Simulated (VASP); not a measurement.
# TaH4: relaxation of cell and atoms with PBE

TaH4:

```
Ta H
1.0
    -1.50595    1.50595    4.91267
     1.50595   -1.50595    4.91267
     1.50595    1.50595   -4.91267
Ta H
1 4
Direct
  0.00000 0.00000 0.00000
  0.62019 0.12019 0.50000
  0.12019 0.62019 0.50000
  0.37981 0.87981 0.50000
  0.87981 0.37981 0.50000
```

The cell was built from a structure type or drawn by symmetry, and may not be a known phase.

```yaml
Program: VASP 6.6.1
Task: relaxation of cell and atoms
Functional: PBE
Potentials_or_basis: VASP PAW PBE potentials, release 64 (Ta_pv, H)
Cutoff: 600 eV
k_mesh: 8 × 8 × 8
Occupations: gaussian, width 0.1 eV
Spin: no spin polarisation
Dipole_correction: no
Further_INCAR_settings: ALGO = Normal; EDIFF = 1e-06; IBRION = 2; EDIFFG = -0.04; NSW = 90; ISIF = 3
```

The relaxed volume is 9.39 Å³/atom and the relaxed cell is a = 5.541 Å, b = 5.541 Å, c = 5.541 Å, α = 148.26°, β = 148.26°, γ = 45.50°. The space group after relaxing (to 0.1 Å) is I4/mmm (No. 139) and the energy gained by relaxing is 2.3 meV/atom. The ionic steps are 8, the pressure after relaxing is 0.5 GPa and the largest force after relaxing is 0.016 eV/Å. The band gap on the k mesh is zero (an odd number of electrons rules out a gap without spin polarisation).

Forces on the atoms (eV/Å):
```
Ta   0.000  0.000  0.000
H    0.000  0.000  0.016
H    0.000  0.000  0.016
H    0.000  0.000 -0.016
H    0.000  0.000 -0.016
```

Stress tensor (GPa, compression positive):
```
0.40 0.00 0.00
0.00 0.40 0.00
0.00 0.00 0.64
```

Step by step:
```tsv
step	energy change (eV)	largest force (eV/Å)	pressure (GPa)	volume (Å³)
1	0.0000	0.0220	1.33	44.57
2	-0.0025	0.0665	0.11	45.04
3	-0.0026	0.0751	-0.13	45.14
4	-0.0036	0.0573	-0.06	45.22
5	-0.0048	0.0070	0.12	45.45
6	-0.0058	0.0048	0.13	45.60
7	-0.0084	0.0014	0.24	46.05
8	-0.0115	0.0161	0.48	46.94
```

Final structure:
```cif
data_structure
_symmetry_space_group_name_H-M 'P 1'
_symmetry_Int_Tables_number 1
_cell_length_a 5.5414
_cell_length_b 5.5414
_cell_length_c 5.5414
_cell_angle_alpha 148.258
_cell_angle_beta 148.258
_cell_angle_gamma 45.505
_cell_volume 46.94
loop_
_atom_site_label
_atom_site_type_symbol
_atom_site_fract_x
_atom_site_fract_y
_atom_site_fract_z
_atom_site_occupancy
Ta1 Ta 0.00000 0.00000 0.00000 1
H1 H 0.61434 0.11434 0.50000 1
H2 H 0.11434 0.61434 0.50000 1
H3 H 0.38566 0.88566 0.50000 1
H4 H 0.88566 0.38566 0.50000 1
```

Levels at points of the mesh, in eV from the Fermi level:
```csv
k point,band 3,band 4,band 5,band 6,band 7,band 8,band 9,band 10,band 11
"(0.00, 0.00, 0.00)",-34.20,-8.71,-4.42,-3.97,-1.35,2.16,2.16,2.26,4.28
"(0.50, 0.00, 0.00)",-34.16,-6.02,-5.15,-3.40,-1.46,0.18,1.86,2.64,6.20
"(0.50, 0.50, 0.00)",-34.48,-4.52,-4.28,-2.34,-2.05,-1.63,1.32,5.61,6.91
"(0.50, 0.50, 0.50)",-34.20,-8.36,-5.07,-4.46,-0.57,2.21,2.21,2.61,4.28
```

Run time: 6.2 min on 1 thread of Intel(R) Xeon(R) 6975P-C (Granite Rapids), with other jobs on the host, peak memory 0.35 GiB.

Caveat: spin-orbit coupling is left out, which moves the levels of the heavy elements.
